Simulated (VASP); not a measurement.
# Al2O3 (R-3c) in VASP: further runs

Al2O3 is run at these levels: r2SCAN; tasks: single point.

Program: VASP 6.6.1. These are calculated values, not measurements. Logs are shortened: lines on timing, memory, paths and dates and some standing lists are left out, and cuts for length are marked.

**Experimental background.**

From “Multi-petahertz electron interference in Cr:Al2O3 solid-state material”, 2018, pmc:5906618, for a bulk crystal of Al2O3: band gap 8.7 eV (optical).

The runs below are set against these values where they give the same quantity.

### 1 The cell of the first run

The structure is trigonal, space group R-3c (No. 167). The conventional cell has a = 4.758 Å, b = 4.758 Å, c = 12.990 Å, α = 90.00°, β = 90.00°, γ = 120.00°. Within 2.5 Å of Al (site symmetry 3) lie 6 O at 1.85 to 1.97 Å. Within 2.9 Å of O (site symmetry 2) lie 4 Al at 1.85 to 1.97 Å and 12 O at 2.52 to 2.87 Å.

### 2 Single point, r2SCAN

The input, POSCAR:

```
Al2O3
1.0
    2.3790760000      1.3735601700      4.3299000000
   -2.3790760000      1.3735601700      4.3299000000
    0.0000000000     -2.7471203400      4.3299000000
Al O
4 6
Direct
    0.3522900000      0.3522900000      0.3522900000
    0.1477100000      0.1477100000      0.1477100000
    0.6477100000      0.6477100000      0.6477100000
    0.8522900000      0.8522900000      0.8522900000
    0.5562100000      0.9437900000      0.2500000000
    0.2500000000      0.5562100000      0.9437900000
    0.9437900000      0.2500000000      0.5562100000
    0.4437900000      0.0562100000      0.7500000000
    0.7500000000      0.4437900000      0.0562100000
    0.0562100000      0.7500000000      0.4437900000
```

The input, INCAR.step1:

```
  PREC = Accurate
  ENCUT = 520
  ISMEAR = 0
  SIGMA = 0.1
  LREAL = False
  LASPH = True
  NELM = 60
  NBANDS = 35
  GGA = PE
  ALGO = Normal
  EDIFF = 1E-4
  LWAVE = True
  LCHARG = False
```

The input, INCAR.step2:

```
  PREC = Accurate
  ENCUT = 520
  EDIFF = 1E-6
  ISMEAR = 0
  SIGMA = 0.1
  LREAL = False
  LASPH = True
  NELM = 60
  ALGO = Normal
  ISIF = 2
  LWAVE = False
  LCHARG = False
  METAGGA = R2SCAN
  LMIXTAU = True
  NBANDS = 35
  ISTART = 1
```

The input, KPOINTS:

```
Automatic mesh
0
Gamma
  6 6 6
```

Potentials or basis: VASP PAW PBE potentials, release 64 (Al, O).

Command:

```sh
> cat potpaw_PBE.64/Al/POTCAR potpaw_PBE.64/O/POTCAR > POTCAR
> cp INCAR.step1 INCAR
> mpirun -np 1 vasp_std > vasp.out
> cp INCAR.step2 INCAR
> mpirun -np 1 vasp_std > vasp.out
```

OUTCAR:

```text
PREC = Accurate
   ENCUT = 520
   EDIFF = 1E-6
   ISMEAR = 0
   LREAL = False
   LASPH = True
   NELM = 60
   ISIF = 2
   METAGGA = R2SCAN
   ISTART = 1

 ion  position               nearest neighbor table
   1  0.352  0.352  0.352-  10 1.85   8 1.85   9 1.85   5 1.97   6 1.97   7 1.97   2 2.66   3 2.79
                             3 2.79   3 2.79   2 3.22   2 3.22   2 3.22
   2  0.148  0.148  0.148-   9 1.85   8 1.85  10 1.85   5 1.97   7 1.97   6 1.97   1 2.66   4 2.79
                             4 2.79   4 2.79   1 3.22   1 3.22   1 3.22
   3  0.648  0.648  0.648-   7 1.85   5 1.85   6 1.85   8 1.97   9 1.97  10 1.97   4 2.66   1 2.79
                             1 2.79   1 2.79   4 3.22   4 3.22   4 3.22
   4  0.852  0.852  0.852-   6 1.85   5 1.85   7 1.85   8 1.97  10 1.97   9 1.97   3 2.66   2 2.79
                             2 2.79   2 2.79   3 3.22   3 3.22   3 3.22
   5  0.556  0.944  0.250-   3 1.85   4 1.85   1 1.97   2 1.97
   6  0.250  0.556  0.944-   4 1.85   3 1.85   1 1.97   2 1.97
   7  0.944  0.250  0.556-   3 1.85   4 1.85   2 1.97   1 1.97
   8  0.444  0.056  0.750-   1 1.85   2 1.85   3 1.97   4 1.97
   9  0.750  0.444  0.056-   2 1.85   1 1.85   3 1.97   4 1.97
  10  0.056  0.750  0.444-   1 1.85   2 1.85   4 1.97   3 1.97

  LATTYP: Found a trigonal (rhomboedric) cell.
 ALAT       =     5.1278362069
 COS(alpha) =     0.5694948623

  Lattice vectors:

 A1 = (   2.3790760000,   1.3735601700,   4.3299000000)
 A2 = (  -2.3790760000,   1.3735601700,   4.3299000000)
 A3 = (   0.0000000000,  -2.7471203400,   4.3299000000)

Analysis of symmetry for initial positions (statically):
=====================================================================
 Subroutine PRICEL returns:
 Original cell was already a primitive cell.

 Routine SETGRP: Setting up the symmetry group for a
 trigonal (rhombohedral) supercell.

 Subroutine GETGRP returns: Found 12 space group operations
 (whereof  6 operations were pure point group operations)
 out of a pool of 12 trial point group operations.

The static configuration has the point symmetry S_6 .
 The point group associated with its full space group is D_3d.

Analysis of symmetry for dynamics (positions and initial velocities):
=====================================================================
 Subroutine PRICEL returns:
 Original cell was already a primitive cell.

 Routine SETGRP: Setting up the symmetry group for a
 trigonal (rhombohedral) supercell.

 Subroutine GETGRP returns: Found 12 space group operations
 (whereof  6 operations were pure point group operations)
 out of a pool of 12 trial point group operations.

[... 129 lines left out ...]
   NUPDOWN=      -1.0000    fix difference up-down
   EMIN   =  10.00;   EMAX   =-10.00  energy-range for DOS
   EFERMI =   0.00;   METHOD = LEGACY
   ISMEAR =     0;   SIGMA  =   0.10  broadening in eV -4-tet -1-fermi 0-gaus
   EFERMI_NEDOS =   21; number of points for ismear=-14 and -15
   IALGO  =     38    algorithm
   IMIX   =      4    mixing-type and parameters
     AMIX     =   0.40;   BMIX     =  1.00
     AMIX_MAG =   1.60;   BMIX_MAG =  1.00
  volume/ion in A,a.u.               =       8.49        57.29
  Fermi-wavevector in a.u.,A,eV,Ry     =   1.353714  2.558148 24.933236  1.832541
  Thomas-Fermi vector in A             =   2.480946
   LORBIT       =      0    0 simple, 1 ext, 2 COOP (PROOUT), +10 PAW based schemes
   METAGGA = R2SCAN    functional components
   LHFCALC =     F    Hartree Fock is set to
   AEXX    =    0.0000 exact exchange contribution
   IVDW    =     0    specifies the selected vdW correction
   LEPSILON=     F    determine dielectric tensor
   LRPA    =     F    only Hartree local field effects (RPA)
 non-spin polarized calculation
 Gauss-broadening in eV      SIGMA  =   0.10
  energy-cutoff  :      520.00
  volume of cell :       84.90
 maximum number of plane-waves:      2305
 NGX is ok and might be reduce to    40
   NGX = 19   NGY = 19   NGZ = 19

 number of electron      48.0000013 magnetization

 Free energy of the ion-electron system (eV)
  ---------------------------------------------------
  ext. energy  EPLUGINS =         0.00000000
  ---------------------------------------------------
  free energy    TOTEN  =       -96.26847906 eV

  energy without entropy =      -96.26847906  energy(sigma->0) =      -96.26847906

 E-fermi :   6.2198     XC(G=0): -12.2350

 val. band max:        5.7528719676   @ k =   0.0000   0.0000   0.0000
 cond. band min:      12.9066171235   @ k =   0.0000   0.0000   0.0000
 fundamental gap:      7.1537451559
 Fermi energy:         6.2198460062

 k-point     1 :       0.0000    0.0000    0.0000
  band No.  band energies     occupation
      1     -14.4574      2.00000
      2     -12.1623      2.00000
      3     -11.8882      2.00000
      4     -11.8882      2.00000
      5     -11.5794      2.00000
      6     -11.5794      2.00000
[... 901 lines left out ...]
     34      20.2653      0.00000
     35      20.4686      0.00000

 [... further k-points ...]

------------------------ aborting loop because EDIFF is reached ----------------------------------------

  FORCE on cell =-STRESS in cart. coord.  units (eV):
  Direction    XX          YY          ZZ          XY          YZ          ZX
  --------------------------------------------------------------------------------------
  -------------------------------------------------------------------------------------
  Total       -0.0740863     -0.0740863     -0.2923156      0.0000000      0.0000000      0.0000000
  in kB       -1.3981812     -1.3981812     -5.5166764      0.0000000      0.0000000      0.0000000
  external PRESSURE =      -2.7710130 kB  Pullay stress =       0.0000000 kB

 VOLUME and BASIS-vectors are now :
 -----------------------------------------------------------------------------
  energy-cutoff  :      520.00
  volume of cell :       84.90
      direct lattice vectors                 reciprocal lattice vectors
     2.379076000  1.373560170  4.329900000     0.210165627  0.121339181  0.076984072
    -2.379076000  1.373560170  4.329900000    -0.210165627  0.121339181  0.076984072
     0.000000000 -2.747120340  4.329900000     0.000000000 -0.242678363  0.076984072

 POSITION                                       TOTAL-FORCE (eV/Angst)
 -----------------------------------------------------------------------------------
      0.00000      0.00000      4.57614        -0.000000      0.000000     -0.103999
      0.00000      0.00000      1.91871        -0.000000      0.000000      0.103999
      0.00000      0.00000      8.41356        -0.000000      0.000000      0.103999
      0.00000      0.00000     11.07099        -0.000000      0.000000     -0.103999
     -0.92208      1.37356      7.57733        -0.005584      0.000000     -0.000000
     -0.72850     -1.48533      7.57733         0.002792     -0.004836     -0.000000
      1.65058      0.11177      7.57733         0.002792      0.004836     -0.000000
      0.92208     -1.37356      5.41238         0.005584      0.000000     -0.000000
      0.72850      1.48533      5.41238        -0.002792      0.004836     -0.000000
     -1.65058     -0.11177      5.41238        -0.002792     -0.004836     -0.000000
 -----------------------------------------------------------------------------------
    total drift:                               -0.000000     -0.000000     -0.000000

  FREE ENERGIE OF THE ION-ELECTRON SYSTEM (eV)
  ---------------------------------------------------
  free  energy   TOTEN  =       -96.2684790582 eV

  energy  without entropy=      -96.2684790582  energy(sigma->0) =      -96.26847906
```

OUTCAR.step1:

```text
PREC = Accurate
   ENCUT = 520
   ISMEAR = 0
   LREAL = False
   LASPH = True
[... 1171 lines left out ...]
      1.65058      0.11177      7.57733        -0.011736     -0.020327     -0.000000
      0.92208     -1.37356      5.41238        -0.023472     -0.000000     -0.000000
      0.72850      1.48533      5.41238         0.011736     -0.020327     -0.000000
     -1.65058     -0.11177      5.41238         0.011736      0.020327     -0.000000
 -----------------------------------------------------------------------------------
    total drift:                               -0.000000     -0.000000     -0.000000

  FREE ENERGIE OF THE ION-ELECTRON SYSTEM (eV)
  ---------------------------------------------------
  free  energy   TOTEN  =       -74.7462340498 eV

  energy  without entropy=      -74.7462340498  energy(sigma->0) =      -74.74623405
```

It took 9.6 min on 1 thread of Intel Xeon 8259CL, shared host; peak memory 0.29 GiB.

What came out:

```
Free energy            : -96.2685 eV
Pressure               : -0.3 GPa
Largest force          : 0.104 eV/Å
Band gap on the k mesh : 7.15 eV
```

Forces on the atoms (eV/Å):
```
Al   0.000  0.000 -0.104
Al   0.000  0.000  0.104
Al   0.000  0.000  0.104
Al   0.000  0.000 -0.104
O   -0.006  0.000  0.000
O    0.003 -0.005  0.000
O    0.003  0.005  0.000
O    0.006  0.000  0.000
O   -0.003  0.005  0.000
O   -0.003 -0.005  0.000
```

Levels at points of the mesh, in eV from the valence-band top:
```
           k point  band 20  band 21  band 22  band 23  band 24  band 25  band 26  band 27  band 28  band 29
(0.00, 0.00, 0.00)    -0.53    -0.53    -0.05    -0.05     0.00     7.15    10.12    11.94    12.60    12.60
(0.50, 0.00, 0.00)    -1.35    -0.94    -0.94    -0.29    -0.29    10.42    10.42    10.72    10.72    12.77
(0.50, 0.50, 0.00)    -1.34    -1.06    -0.92    -0.78    -0.27    10.58    10.80    10.90    11.46    12.21
(0.50, 0.50, 0.50)    -2.05    -0.40    -0.40    -0.40    -0.40     9.63     9.63    12.15    12.15    13.70
```

Caveat: the PAW data sets were made with another functional, which shifts forces and pressure a little.

### 3 Single point, r2SCAN

The input, POSCAR:

```
Al2O3
1.0
    2.3788962492      1.3734563898      4.3307366646
   -2.3788962492      1.3734563898      4.3307366646
    0.0000000000     -2.7469127797      4.3307366646
Al O
4 6
Direct
    0.3518448484      0.3518448484      0.3518448484
    0.1481551516      0.1481551516      0.1481551516
    0.6481551516      0.6481551516      0.6481551516
    0.8518448484      0.8518448484      0.8518448484
    0.5563253508      0.9436746492      0.2500000000
    0.2500000000      0.5563253508      0.9436746492
    0.9436746492      0.2500000000      0.5563253508
    0.4436746492      0.0563253508      0.7500000000
    0.7500000000      0.4436746492      0.0563253508
    0.0563253508      0.7500000000      0.4436746492
```

The input, INCAR.step1:

```
PREC     = Accurate       # precision mode
ENCUT    = 520            # plane-wave cutoff, eV
ISMEAR   = 0              # smearing method
SIGMA    = 0.02           # smearing width, eV
LREAL    = F              # projectors in reciprocal space
LASPH    = T              # aspherical terms in the spheres
NELM     = 100            # most SCF steps
NBANDS   = 35             # bands
GGA      = PE             # functional
ALGO     = Normal         # electronic algorithm
EDIFF    = 1E-4           # SCF threshold, eV
LWAVE    = T              # write WAVECAR
LCHARG   = F              # write CHGCAR
```

The input, INCAR.step2:

```
PREC     = Accurate       # precision mode
ENCUT    = 520            # plane-wave cutoff, eV
EDIFF    = 1E-6           # SCF threshold, eV
ISMEAR   = 0              # smearing method
SIGMA    = 0.02           # smearing width, eV
LREAL    = F              # projectors in reciprocal space
LASPH    = T              # aspherical terms in the spheres
NELM     = 100            # most SCF steps
ALGO     = Normal         # electronic algorithm
ISIF     = 2              # what is computed and relaxed
LWAVE    = F              # write WAVECAR
LCHARG   = F              # write CHGCAR
METAGGA  = R2SCAN         # meta-GGA
LMIXTAU  = T            
NBANDS   = 35             # bands
ISTART   = 1
```

The input, KPOINTS:

```
regular mesh
0
Gamma
  6 6 6
```

Potentials or basis: VASP PAW PBE potentials, release 64 (Al, O).

Command:

```sh
> cat potpaw_PBE.64/Al/POTCAR potpaw_PBE.64/O/POTCAR > POTCAR
> cp INCAR.step1 INCAR
> mpirun -np 1 vasp_std > vasp.out
> cp INCAR.step2 INCAR
> mpirun -np 1 vasp_std > vasp.out
```

OUTCAR:

```text
PREC = Accurate
   ENCUT = 520
   EDIFF = 1E-6
   ISMEAR = 0
   LREAL = F
   LASPH = T
   NELM = 100
   ISIF = 2
   METAGGA = R2SCAN
   ISTART = 1

 ion  position               nearest neighbor table
   1  0.352  0.352  0.352-   9 1.86   8 1.86  10 1.86   7 1.97   6 1.97   5 1.97   2 2.65   3 2.79
                             3 2.79   3 2.79   2 3.22   2 3.22   2 3.22
   2  0.148  0.148  0.148-  10 1.86   8 1.86   9 1.86   6 1.97   7 1.97   5 1.97   1 2.65   4 2.79
                             4 2.79   4 2.79   1 3.22   1 3.22   1 3.22
   3  0.648  0.648  0.648-   6 1.86   5 1.86   7 1.86  10 1.97   9 1.97   8 1.97   4 2.65   1 2.79
                             1 2.79   1 2.79   4 3.22   4 3.22   4 3.22
[... 1144 lines left out ...]
 -----------------------------------------------------------------------------
  energy-cutoff  :      520.00
  volume of cell :       84.90
      direct lattice vectors                 reciprocal lattice vectors
     2.378896249  1.373456390  4.330736665     0.210181508  0.121348350  0.076969199
    -2.378896249  1.373456390  4.330736665    -0.210181508  0.121348350  0.076969199
     0.000000000 -2.746912780  4.330736665     0.000000000 -0.242696700  0.076969199

 POSITION                                       TOTAL-FORCE (eV/Angst)
 -----------------------------------------------------------------------------------
      0.00000     -0.00000      4.57124         0.000000      0.000000     -0.002768
      0.00000     -0.00000      1.92486         0.000000     -0.000000      0.002768
      0.00000     -0.00000      8.42097         0.000000     -0.000000      0.002768
      0.00000     -0.00000     11.06735         0.000000      0.000000     -0.002768
     -0.92146      1.37346      7.57879        -0.005104      0.000000     -0.000000
     -0.72872     -1.48474      7.57879         0.002552     -0.004420     -0.000000
      1.65018      0.11128      7.57879         0.002552      0.004420     -0.000000
      0.92146     -1.37346      5.41342         0.005104      0.000000     -0.000000
      0.72872      1.48474      5.41342        -0.002552      0.004420     -0.000000
     -1.65018     -0.11128      5.41342        -0.002552     -0.004420     -0.000000
 -----------------------------------------------------------------------------------
    total drift:                               -0.000000      0.000000      0.000000

  FREE ENERGIE OF THE ION-ELECTRON SYSTEM (eV)
  ---------------------------------------------------
  free  energy   TOTEN  =       -96.2697042234 eV

  energy  without entropy=      -96.2697042234  energy(sigma->0) =      -96.26970422
```

It took 9.8 min on 1 thread of Intel Xeon 8259CL, shared host; peak memory 0.29 GiB.

Results:

```
Free energy            : -96.2697 eV
Pressure               : -0.3 GPa
Largest force          : 0.005 eV/Å
Band gap on the k mesh : 7.17 eV
```

Forces on the atoms (eV/Å):
```
Al   0.000  0.000 -0.003
Al   0.000  0.000  0.003
Al   0.000  0.000  0.003
Al   0.000  0.000 -0.003
O   -0.005  0.000  0.000
O    0.003 -0.004  0.000
O    0.003  0.004  0.000
O    0.005  0.000  0.000
O   -0.003  0.004  0.000
O   -0.003 -0.004  0.000
```

Caveat: the PAW data sets were made with another functional, which shifts forces and pressure a little.

### 4 Comparison with measurements

Step 2. Measured gap of Al2O3: 8.7 eV (optical; quoted in “Multi-petahertz electron interference in Cr:Al2O3 solid-state material”, 2018, pmc:5906618). This calculation gives 7.15 eV (-1.55 eV). The value is that of r2SCAN on a finite k mesh, which can miss the band edges, without temperature or zero-point motion.

Step 3. A measured gap of Al2O3 is 8.7 eV (optical; quoted in “Multi-petahertz electron interference in Cr:Al2O3 solid-state material”, 2018, pmc:5906618); the calculated 7.17 eV misses it by -1.53 eV. The value is that of r2SCAN on a finite k mesh, which can miss the band edges, without temperature or zero-point motion.
